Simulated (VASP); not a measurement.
Ru: single point with RPBE

Ru:

```
CELL_PARAMETERS angstrom
0.00000 1.88953 1.88953
1.88953 0.00000 1.88953
1.88953 1.88953 0.00000
ATOMIC_POSITIONS crystal
Ru 0.00000 0.00000 0.00000
```

This cell differs from its parent crystal: volume scaled by 0.96.

```yaml
Program: VASP 6.6.1
Task: single point
Functional: RPBE
Potentials_or_basis: VASP PAW PBE potentials, release 64 (Ru_pv)
Cutoff: 520 eV
k_mesh: 16 × 16 × 16
Occupations: fermi-dirac, width 0.1 eV
Spin: no spin polarisation
```

* Pressure: 12.9 GPa
* Band gap on the k mesh: zero (band 7 reaches 15.22 eV, above the bottom of band 8 at 11.59 eV)

Levels at points of the mesh, in eV from the Fermi level:
```
           k point  band 5  band 6  band 7  band 8  band 9  band 10
(0.00, 0.00, 0.00)   -2.63   -2.63   -2.63   -0.16   -0.16    10.59
(0.50, 0.00, 0.00)   -2.76   -2.76    1.02    1.73    1.73    10.18
(0.50, 0.50, 0.00)   -5.99    1.68    2.25    2.25    3.69    10.59
```

It took 10 s on 1 thread of Intel(R) Xeon(R) Platinum 8488C (Sapphire Rapids), on a shared host, peak memory 0.14 GiB.

Caveat: the PAW data sets were made with another functional, which shifts forces and pressure a little.
